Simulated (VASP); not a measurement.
Ta2N, 3 atoms in the cell. It takes space group P-3m1 (No. 164, trigonal). Conventional cell: a = 3.048 Å, b = 3.048 Å, c = 4.775 Å, α = 90.00°, β = 90.00°, γ = 120.00°. Ta (site symmetry 3m) has 3 N at 2.14 Å within 2.8 Å. N (site symmetry -3m) has 6 Ta at 2.14 Å within 2.8 Å. 

- Program: VASP 6.6.1
- Task: relaxation of shape and atoms at fixed volume
- Functional: PBEsol
- Potentials or basis: VASP PAW PBE potentials, release 64 (Ta_pv, N)
- Cutoff: 600 eV
- k mesh: 18 × 18 × 10
- Occupations: gaussian, width 0.1 eV
- Spin: no spin polarisation
- Dipole correction: no
- Further INCAR settings: ALGO = Normal; EDIFF = 1e-06; IBRION = 2; EDIFFG = -0.01; NSW = 50; ISIF = 4

Potentials or basis: VASP PAW PBE potentials, release 64 (Ta_pv, N).

Command:

```console
$ cat potpaw_PBE.64/Ta_pv/POTCAR potpaw_PBE.64/N/POTCAR > POTCAR
$ mpirun -np 1 vasp_std > vasp.out
```

Hardware: 1 thread of Intel Xeon 8259CL, with other jobs on the host.

**Question.** Estimate the wall time of this run.

**Answer.** It took 18 min on 1 thread of Intel Xeon 8259CL (shared host), peak memory 0.37 GiB. Counts: scf iterations 35, k points 330, ion steps 5.
